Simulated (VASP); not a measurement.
Wanted: the native input for a VASP 6.6.1 run.

```yaml
Task: single point
Functional: PBE
Potentials_or_basis: VASP PAW PBE potentials, release 64 (Sn_d, Se)
Cutoff: 520 eV
k_mesh: 8 × 8 × 8
Occupations: gaussian, width 0.1 eV
Spin: no spin polarisation
Dipole_correction: no
Further_INCAR_settings: ALGO = Normal; EDIFF = 1e-06; NBANDS = 39
```

The structure of Sn4Se lies in POSCAR:

```
Sn4Se
1.0
    0.0000000000      4.3707318107      4.3707318107
    4.3707318107      0.0000000000      4.3707318107
    4.3707318107      4.3707318107      0.0000000000
Sn Se
4 1
Direct
    0.8751108811      0.3746673567      0.8751108811
    0.8751108811      0.8751108811      0.8751108811
    0.3746673567      0.8751108811      0.8751108811
    0.8751108811      0.8751108811      0.3746673567
    0.5000000000      0.5000000000      0.5000000000
```

The cell was generated, and may not be a known phase.

One way to write it, as run:

INCAR

```
SYSTEM = Sn4Se
ALGO     = Normal         ! electronic algorithm
EDIFF    = 1E-6           ! SCF threshold, eV
ENCUT    = 520            ! plane-wave cutoff, eV
GGA      = PE             ! functional
ISIF     = 2              ! what is computed and relaxed
ISMEAR   = 0              ! smearing method
LASPH    = .TRUE.         ! aspherical terms in the spheres
LCHARG   = .FALSE.        ! write CHGCAR
LREAL    = .FALSE.        ! projectors in reciprocal space
LWAVE    = .FALSE.        ! write WAVECAR
NBANDS   = 39             ! bands
NELM     = 80             ! most SCF steps
PREC     = Accurate       ! precision mode
SIGMA    = 0.1            ! smearing width, eV
```

KPOINTS

```
k-points
0
G
  8 8 8
  0 0 0
```

Potentials or basis: VASP PAW PBE potentials, release 64 (Sn_d, Se).

The run is started by

```bash
$ cat potpaw_PBE.64/Sn_d/POTCAR potpaw_PBE.64/Se/POTCAR > POTCAR
$ mpirun -np 1 vasp_std > vasp.out
```

Results of the run:

```
Pressure               : 0.0 GPa
Largest force          : 0.004 eV/Å
Band gap on the k mesh : zero (bands 31 and 32 overlap by 1.86 eV)
```

Caveat: spin-orbit coupling is left out, which moves the levels of the heavy elements.

It took 5.5 min on 1 thread of Intel Xeon 8259CL (shared host), peak memory 0.41 GiB.
